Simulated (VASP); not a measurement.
# Al7N8 (a cell with a defect) in VASP: further runs

The runs below take Al7N8 (a cell with a defect) through single point, with PBE.

All numbers are computed with VASP 6.6.1; they aren't measurements. Logs are shortened: lines on timing, memory, paths and dates and some standing lists are left out, and cuts for length are marked.

## Step 1: The cell of the first run

The cell holds a defect, 15 atoms: a = 6.227 Å, b = 6.227 Å, c = 6.227 Å, α = 60.00°, β = 60.00°, γ = 60.00°.

## Step 2: Single point, PBE

INCAR

```
SYSTEM = Al7N8
  PREC = Accurate
  ENCUT = 520
  EDIFF = 1E-7
  ISMEAR = 0
  SIGMA = 0.05
  LREAL = Auto
  LASPH = .TRUE.
  NELM = 80
  ALGO = Normal
  ISIF = 2
  LWAVE = .FALSE.
  LCHARG = .TRUE.
  GGA = PE
  LELF = .TRUE.
  LVHAR = .TRUE.
  NBANDS = 44
```

KPOINTS

```
regular mesh
0
G
  4 4 4
  0 0 0
```

POSCAR

```
Al7N8
1.0
   -4.4031742003      0.0000000000      4.4031742003
   -4.4031742003     -4.4031742003      0.0000000000
    0.0000000000     -4.4031742003      4.4031742003
Al N
7 8
Direct
    0.0037599103     -0.0037599103      0.5037599103
    0.0037599103      0.5037599103     -0.0037599103
    0.0037599103     -0.0037599103     -0.0037599103
    0.4962400897      0.5037599103      0.5037599103
    0.4962400897     -0.0037599103      0.5037599103
    0.4962400897      0.5037599103     -0.0037599103
    0.5000000000      0.0000000000      0.0000000000
    0.4112628216      0.3629123928      0.3629123928
    0.3750287674      0.8750287674      0.3749136977
    0.3750287674      0.3749136977      0.8750287674
    0.3750287674      0.8750287674      0.8750287674
    0.8629123928      0.3629123928      0.3629123928
    0.8629123928      0.9112628216      0.3629123928
    0.8629123928      0.3629123928      0.9112628216
    0.8749136977      0.8750287674      0.8750287674
```

Potentials or basis: VASP PAW PBE potentials, release 64 (Al, N).

Command:

```sh
$ cat potpaw_PBE.64/Al/POTCAR potpaw_PBE.64/N/POTCAR > POTCAR
$ mpirun -np 1 vasp_std > vasp.out
```

OUTCAR:

```text
SYSTEM = Al7N8
   PREC = Accurate
   ENCUT = 520
   EDIFF = 1E-7
   ISMEAR = 0
   LREAL = Auto
   LASPH = .TRUE.
   NELM = 80
   ISIF = 2
   GGA = PE

 ion  position               nearest neighbor table
   1  0.004  0.996  0.504-  12 1.88  13 1.88   9 1.89  15 1.89   2 3.07   3 3.07   4 3.07   5 3.07
                             7 3.11   7 3.11   2 3.16   4 3.16   5 3.16   3 3.16
   2  0.004  0.504  0.996-  12 1.88  14 1.88  10 1.89  15 1.89   1 3.07   3 3.07   4 3.07   6 3.07
                             7 3.11   7 3.11   1 3.16   4 3.16   6 3.16   3 3.16
   3  0.004  0.996  0.996-  13 1.88  14 1.88  11 1.89  15 1.89   1 3.07   2 3.07   5 3.07   6 3.07
                             7 3.11   7 3.11   2 3.16   6 3.16   5 3.16   1 3.16
   4  0.496  0.504  0.504-  12 1.88   8 1.88  10 1.89   9 1.89   1 3.07   2 3.07   5 3.07   6 3.07
                             7 3.11   7 3.11   6 3.16   2 3.16   5 3.16   1 3.16
   5  0.496  0.996  0.504-   8 1.88  13 1.88  11 1.89   9 1.89   1 3.07   3 3.07   4 3.07   6 3.07
                             7 3.11   7 3.11   4 3.16   6 3.16   1 3.16   3 3.16
   6  0.496  0.504  0.996-   8 1.88  14 1.88  11 1.89  10 1.89   2 3.07   3 3.07   4 3.07   5 3.07
                             7 3.11   7 3.11   3 3.16   4 3.16   5 3.16   2 3.16
   7  0.500  0.000  0.000-   9 1.91  10 1.91  15 1.91  11 1.91   4 3.11   6 3.11   1 3.11   4 3.11
                             5 3.11   3 3.11   5 3.11   6 3.11   1 3.11   2 3.11   3 3.11   2 3.11
   8  0.411  0.363  0.363-   5 1.88   6 1.88   4 1.88
   9  0.375  0.875  0.375-   1 1.89   4 1.89   5 1.89   7 1.91
  10  0.375  0.375  0.875-   2 1.89   4 1.89   6 1.89   7 1.91
  11  0.375  0.875  0.875-   3 1.89   5 1.89   6 1.89   7 1.91
  12  0.863  0.363  0.363-   1 1.88   2 1.88   4 1.88
  13  0.863  0.911  0.363-   3 1.88   5 1.88   1 1.88
  14  0.863  0.363  0.911-   3 1.88   6 1.88   2 1.88
  15  0.875  0.875  0.875-   1 1.89   2 1.89   3 1.89   7 1.91

  LATTYP: Found a face centered cubic cell.
 ALAT       =     8.8063484006

  Lattice vectors:

 A1 = (  -4.4031742003,   0.0000000000,   4.4031742003)
 A2 = (  -4.4031742003,  -4.4031742003,   0.0000000000)
 A3 = (   0.0000000000,  -4.4031742003,   4.4031742003)

Analysis of symmetry for initial positions (statically):
=====================================================================
 Subroutine PRICEL returns:
 Original cell was already a primitive cell.

 Routine SETGRP: Setting up the symmetry group for a
 face centered cubic supercell.

 Subroutine GETGRP returns: Found 24 space group operations
 (whereof  4 operations were pure point group operations)
 out of a pool of 48 trial point group operations.

The static configuration has the point symmetry C_2v.
 The point group associated with its full space group is T_d .

Analysis of symmetry for dynamics (positions and initial velocities):
=====================================================================
 Subroutine PRICEL returns:
 Original cell was already a primitive cell.

 Routine SETGRP: Setting up the symmetry group for a
 face centered cubic supercell.

 Subroutine GETGRP returns: Found 24 space group operations
 (whereof  4 operations were pure point group operations)
 out of a pool of 48 trial point group operations.

The dynamic configuration has the point symmetry C_2v.
 The point group associated with its full space group is T_d .

 Subroutine INISYM returns: Found 24 space group operations
 (whereof  4 operations are pure point group operations),
 and found     1 'primitive' translations

----------------------------------------------------------------------------------------

                                     Primitive cell

  volume of cell :     170.7370

  direct lattice vectors                    reciprocal lattice vectors
    -4.403174200  0.000000000  4.403174200    -0.113554444  0.113554444  0.113554444
    -4.403174200 -4.403174200  0.000000000    -0.113554444 -0.113554444 -0.113554444
     0.000000000 -4.403174200  4.403174200     0.113554444 -0.113554444  0.113554444

  length of vectors
     6.227028672  6.227028672  6.227028672     0.196682067  0.196682067  0.196682067

  position of ions in fractional coordinates (direct lattice)
     0.003759910  0.996240090  0.503759910
     0.003759910  0.503759910  0.996240090
     0.003759910  0.996240090  0.996240090
     0.496240090  0.503759910  0.503759910
     0.496240090  0.996240090  0.503759910
     0.496240090  0.503759910  0.996240090
     0.500000000  0.000000000  0.000000000
[... 47 lines left out ...]

 Subroutine IBZKPT returns following result:
 ===========================================

 Found      8 irreducible k-points:

 Following reciprocal coordinates:
            Coordinates               Weight
  0.000000  0.000000  0.000000      1.000000
  0.250000  0.000000  0.000000      8.000000
  0.500000  0.000000  0.000000      4.000000
  0.250000  0.250000  0.000000      6.000000
  0.500000  0.250000  0.000000     24.000000
 -0.250000  0.250000  0.000000     12.000000
  0.500000  0.500000  0.000000      3.000000
 -0.250000  0.500000  0.250000      6.000000
   k-points           NKPTS =      8   k-points in BZ     NKDIM =      8   number of bands    NBANDS=     44
   number of dos      NEDOS =    301   number of ions     NIONS =     15
   total plane-waves  NPLWV = 110592
   dimension x,y,z NGX =    48 NGY =   48 NGZ =   48
   dimension x,y,z NGXF=    96 NGYF=   96 NGZF=   96
   ions per type =               7   8
   NGX,Y,Z   is equivalent  to a cutoff of  12.81, 12.81, 12.81 a.u.
   NGXF,Y,Z  is equivalent  to a cutoff of  25.63, 25.63, 25.63 a.u.
 SYSTEM =  Al7N8
   PREC   = accura    normal or accurate (medium, high low for compatibility)
   ISTART =      0    job   : 0-new  1-cont  2-samecut
   ICHARG =      2    charge: 1-file 2-atom 10-const
   ISPIN  =      1    spin polarized calculation?
   LNONCOLLINEAR =      F non collinear calculations
   LSORBIT =      F    spin-orbit coupling
   LASPH  =      T    aspherical Exc in radial PAW
   ENCUT  =  520.0 eV  38.22 Ry    6.18 a.u.  11.58 11.58 11.58*2*pi/ulx,y,z
   NELM   =     80;   NELMIN=  2; NELMDL= -5     # of ELM steps
   EDIFF  = 0.1E-06   stopping-criterion for ELM
   LREAL  =      T    real-space projection
   EDIFFG = 0.1E-05   stopping-criterion for IOM
   NSW    =      0    number of steps for IOM
   IBRION =     -1    ionic relax: 0-MD 1-quasi-New 2-CG
   NFREE  =      0    steps in history (QN), initial steepest desc. (CG)
   ISIF   =      2    stress and relaxation
   ISYM   =      2    0-nonsym 1-usesym 2-fastsym
   POTIM  = 0.5000    time-step for ionic-motion
   TEBEG  =    0.0;   TEEND  =   0.0 temperature during run
   PSTRESS=    0.0 pullay stress
   NELECT =      61.0000    total number of electrons
   NUPDOWN=      -1.0000    fix difference up-down
   EMIN   =  10.00;   EMAX   =-10.00  energy-range for DOS
   EFERMI =   0.00;   METHOD = LEGACY
   ISMEAR =     0;   SIGMA  =   0.05  broadening in eV -4-tet -1-fermi 0-gaus
   EFERMI_NEDOS =   21; number of points for ismear=-14 and -15
   IALGO  =     38    algorithm
   IMIX   =      4    mixing-type and parameters
     AMIX     =   0.40;   BMIX     =  1.00
     AMIX_MAG =   1.60;   BMIX_MAG =  1.00
  volume/ion in A,a.u.               =      11.38        76.81
  Fermi-wavevector in a.u.,A,eV,Ry     =   1.161651  2.195202 18.360143  1.349432
  Thomas-Fermi vector in A             =   2.298220
   LORBIT       =      0    0 simple, 1 ext, 2 COOP (PROOUT), +10 PAW based schemes
   GGA     = PE    functional components
   LHFCALC =     F    Hartree Fock is set to
   AEXX    =    0.0000 exact exchange contribution
   IVDW    =     0    specifies the selected vdW correction
   LEPSILON=     F    determine dielectric tensor
   LRPA    =     F    only Hartree local field effects (RPA)
 non-spin polarized calculation
 Gauss-broadening in eV      SIGMA  =   0.05
  energy-cutoff  :      520.00
  volume of cell :      170.74
 maximum number of plane-waves:      4645
 NGX is ok and might be reduce to    48
   NGX = 23   NGY = 23   NGZ = 23

 number of electron      61.0000004 magnetization

 Free energy of the ion-electron system (eV)
  ---------------------------------------------------
  ext. energy  EPLUGINS =         0.00000000
  ---------------------------------------------------
  free energy    TOTEN  =      -106.10628270 eV

  energy without entropy =     -106.09109468  energy(sigma->0) =     -106.09868869

 E-fermi :   5.3170     XC(G=0): -10.3977

 val. band max:        5.3030002522   @ k =   0.5000   0.2500   0.0000
 cond. band min:       5.3559618561   @ k =  -0.2500   0.5000   0.2500
 fundamental gap:      0.0529616039
 Fermi energy:         5.3170187869

 k-point     1 :       0.0000    0.0000    0.0000
  band No.  band energies     occupation
      1     -10.2171      2.00000
      2      -8.3314      2.00000
      3      -8.3230      2.00000
      4      -8.3230      2.00000
      5      -8.3230      2.00000
      6      -7.5510      2.00000
[... 349 lines left out ...]
     41      14.5670      0.00000
     42      14.7578      0.00000
 [bands above 42 left out]

------------------------ aborting loop because EDIFF is reached ----------------------------------------

  FORCE on cell =-STRESS in cart. coord.  units (eV):
  Direction    XX          YY          ZZ          XY          YZ          ZX
  --------------------------------------------------------------------------------------
  -------------------------------------------------------------------------------------
  Total        2.4830463      2.4830463      2.4830463      0.0000000     -0.0000000      0.0000000
  in kB       23.3006374     23.3006374     23.3006374      0.0000000     -0.0000000      0.0000000
  external PRESSURE =      23.3006374 kB  Pullay stress =       0.0000000 kB

 VOLUME and BASIS-vectors are now :
 -----------------------------------------------------------------------------
  energy-cutoff  :      520.00
  volume of cell :      170.74
      direct lattice vectors                 reciprocal lattice vectors
    -4.403174200  0.000000000  4.403174200    -0.113554444  0.113554444  0.113554444
    -4.403174200 -4.403174200  0.000000000    -0.113554444 -0.113554444 -0.113554444
     0.000000000 -4.403174200  4.403174200     0.113554444 -0.113554444  0.113554444

 POSITION                                       TOTAL-FORCE (eV/Angst)
 -----------------------------------------------------------------------------------
     -4.40317     -6.60476      2.23470        -0.000000     -0.000000     -0.002563
     -2.23470     -6.60476      4.40317         0.002563     -0.000000      0.000000
     -4.40317     -8.77324      4.40317        -0.000000     -0.002563      0.000000
     -4.40317     -4.43629      4.40317        -0.000000      0.002563      0.000000
     -6.57165     -6.60476      4.40317        -0.002563     -0.000000      0.000000
     -4.40317     -6.60476      6.57165        -0.000000     -0.000000      0.002563
     -2.20159      0.00000      2.20159        -0.000000     -0.000000      0.000000
     -3.40883     -3.19593      3.40883         0.000216     -0.000216     -0.000216
     -5.50422     -5.50371      3.30213         0.007801     -0.007801      0.007801
     -3.30213     -5.50371      5.50422        -0.007801     -0.007801     -0.007801
     -5.50422     -7.70581      5.50422         0.007801      0.007801     -0.007801
     -5.39752     -3.19593      5.39752        -0.000216     -0.000216      0.000216
     -7.81200     -5.61042      5.39752         0.000216      0.000216      0.000216
     -5.39752     -5.61042      7.81200        -0.000216      0.000216     -0.000216
     -7.70530     -7.70581      7.70530        -0.007801      0.007801      0.007801
 -----------------------------------------------------------------------------------
    total drift:                               -0.000000     -0.000000      0.000000

  FREE ENERGIE OF THE ION-ELECTRON SYSTEM (eV)
  ---------------------------------------------------
  free  energy   TOTEN  =      -106.1062827030 eV

  energy  without entropy=     -106.0910946755  energy(sigma->0) =     -106.09868869
```

Run time: 54 s. Hardware: 1 thread of Intel Xeon 6975P-C (Granite Rapids), shared host; peak memory 0.33 GiB.

Results:

* Free energy: -106.1063 eV
* Pressure: 2.3 GPa
* Largest force: 0.014 eV/Å

Forces on the atoms (eV/Å):
```
Al   0.000  0.000 -0.003
Al   0.003  0.000  0.000
Al   0.000 -0.003  0.000
Al   0.000  0.003  0.000
Al  -0.003  0.000  0.000
Al   0.000  0.000  0.003
Al   0.000  0.000  0.000
N    0.000  0.000  0.000
N    0.008 -0.008  0.008
N   -0.008 -0.008 -0.008
N    0.008  0.008 -0.008
N    0.000  0.000  0.000
N    0.000  0.000  0.000
N    0.000  0.000  0.000
N   -0.008  0.008  0.008
```

## Step 3: Single point, PBE

INCAR

```
PREC = Accurate
ENCUT = 520
EDIFF = 1E-7
ISMEAR = 0
SIGMA = 0.05
LREAL = Auto
LASPH = T
NELM = 100
ALGO = Normal
ISIF = 2
LWAVE = F
LCHARG = F
GGA = PE
NBANDS = 44
```

KPOINTS

```
regular mesh
0
Gamma
  4 4 4
```

POSCAR

```
Al7N8
1.0
   -4.4031742003      0.0000000000      4.4031742003
   -4.4031742003     -4.4031742003      0.0000000000
    0.0000000000     -4.4031742003      4.4031742003
Al N
7 8
Direct
    0.0037599158     -0.5037599158      0.5037599158
    0.0037599158      0.4962400842     -0.0037599158
    0.0037599158      0.0037599158     -0.0037599158
    0.4962400842      0.4962400842      0.5037599158
    0.4962400842      0.0037599158      0.5037599158
    0.5000000000      0.5000000000      0.0000000000
    0.4962400842      0.0037599158     -0.0037599158
    0.3750287670      0.3750287670      0.3749136989
    0.4112627728      0.8629124091      0.3629124091
    0.3750287670      0.3750287670      0.8750287670
    0.3750287670      0.8749136989      0.8750287670
    0.8629124091      0.4112627728      0.3629124091
    0.8629124091      0.8629124091      0.3629124091
    0.8749136989      0.3750287670      0.8750287670
    0.8629124091      0.8629124091      0.9112627728
```

Potentials or basis: VASP PAW PBE potentials, release 64 (Al, N).

Command:

```sh
$ cat potpaw_PBE.64/Al/POTCAR potpaw_PBE.64/N/POTCAR > POTCAR
$ mpirun -np 1 vasp_std > vasp.out
```

It took 54 s on 1 thread of Intel Xeon 6975P-C (Granite Rapids), shared host; peak memory 0.34 GiB.

It converged, with:

| Property | Result |
| --- | --- |
| Free energy | -106.1063 eV |
| Pressure | 2.3 GPa |
| Largest force | 0.014 eV/Å |

Forces on the atoms (eV/Å):
```
Al   0.000  0.000 -0.003
Al   0.000 -0.003  0.000
Al   0.003  0.000  0.000
Al  -0.003  0.000  0.000
Al   0.000  0.003  0.000
Al   0.000  0.000  0.000
Al   0.000  0.000  0.003
N    0.008 -0.008  0.008
N    0.000  0.000  0.000
N    0.008  0.008 -0.008
N   -0.008 -0.008 -0.008
N    0.000  0.000  0.000
N    0.000  0.000  0.000
N   -0.008  0.008  0.008
N    0.000  0.000  0.000
```

Levels at points of the mesh, in eV from the Fermi level:
| k point | band 28 | band 29 | band 30 | band 31 | band 32 | band 33 |
| --- | --- | --- | --- | --- | --- | --- |
| (0.00, 0.00, 0.00) | -1.16 | -1.16 | 0.22 | 0.22 | 0.22 | 3.44 |
| (0.50, 0.00, 0.00) | -1.16 | -1.16 | -0.88 | 0.17 | 0.17 | 5.08 |
| (0.50, 0.50, 0.00) | -1.58 | -1.17 | -1.03 | 0.06 | 0.06 | 5.48 |

[end of part 1 of 2]
